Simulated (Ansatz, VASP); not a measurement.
W in VASP and in Ansatz

INCAR

```
SYSTEM = W
  PREC = Accurate
  ENCUT = 520
  EDIFF = 1E-6
  ISMEAR = 0
  SIGMA = 0.15
  LREAL = .False.
  LASPH = .True.
  NELM = 60
  ALGO = Fast
  ISIF = 2
  LWAVE = .False.
  LCHARG = .False.
  GGA = CA
  NBANDS = 13
```

KPOINTS

```
regular mesh
0
Gamma
  22 22 22
  0 0 0
```

The input POSCAR:

```
W
1.0
    0.0000000000      2.3305402124      1.4663759016
    2.3305402124      0.0000000000      1.4663759016
    2.3305402124      2.3305402124      0.0000000000
W
1
Direct
    0.0000000000      0.0000000000      0.0000000000
```

Input for Ansatz:

```yaml
crystal:
  lattice:
    - [0.0, 2.3305402124, 1.4663759016]
    - [2.3305402124, 0.0, 1.4663759016]
    - [2.3305402124, 2.3305402124, 0.0]
  atoms:
    - { symbol: W, position: [0.0, 0.0, 0.0] }
basis:
  ecutwfc: 420
kpoints:
  mp_grid: { grid: [22, 22, 22] }
hamiltonian:
  xc: lda
  pseudopotentials: { kind: paw, azcp: { folder: soft_1 } }
scf:
  occupations: { method: gaussian, width: 0.15 }
output:
  forces: true
  stress: true
  eigenvalues: true
```

Alike in both runs: task single point; functional LDA; k mesh 22 × 22 × 22; occupations gaussian, width 0.15 eV; no spin polarisation.

```csv
,VASP,Ansatz
version,VASP 6.6.1,Ansatz 0.2.0
potentials or method,"VASP PAW LDA potentials, release 64 (W_sv), cutoff 520 eV","scalar-relativistic, plane waves, PAW"
valence electrons in the cell,14,14
```

```csv
,VASP,Ansatz,Ansatz less VASP
gap on the k mesh at the Fermi level (eV),none,none,-
pressure (GPa),-6.4,-8.0,-1.67
"traceless stress, the component that is largest in VASP (GPa)",23.96,23.84,-0.125
```

Ansatz warns that its potentials were made for another functional, while VASP's fit it. LDA's correlation is that of Perdew and Zunger in VASP and of Perdew and Wang (1992) in Ansatz. A gap of «none» marks a metal or a gap that the smearing closes.

Neither program's run includes spin-orbit coupling.
